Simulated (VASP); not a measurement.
Input of a VASP 6.6.1 run:

The input INCAR:

```
SYSTEM = Ta
ALGO = Fast
EDIFF = 1E-6
ENCUT = 520
GGA = CA
ISIF = 2
ISMEAR = -1
LASPH = .True.
LCHARG = .False.
LREAL = .False.
LWAVE = .False.
NBANDS = 18
NELM = 100
PREC = Accurate
SIGMA = 0.05
```

File KPOINTS:

```
k-points
0
Gamma
  11 11 5
  0 0 0
```

POSCAR

```
Ta
1.0
    2.9003720726      0.0000000000      0.0000000000
   -1.4501860363      2.5117958953      0.0000000000
    0.0000000000      0.0000000000      5.1662740000
Ta
2
Direct
    0.3333333333      0.6666666667      0.2500000000
    0.6666666667      0.3333333333      0.7500000000
```

Potentials or basis: VASP PAW LDA potentials, release 64 (Ta_pv).

Launch:

```sh
$ cat potpaw_LDA.64/Ta_pv/POTCAR > POTCAR
$ mpirun -np 1 vasp_std > vasp.out
```

(1) What does it give for the band gap on the k mesh?

(2) Predict the pressure.

Answers

(1) zero (band 11 reaches 6.44 eV, above the bottom of band 12 at 4.91 eV).

(2) -11.4 GPa.

Caveat: spin-orbit coupling is left out, which moves the levels of the heavy elements.
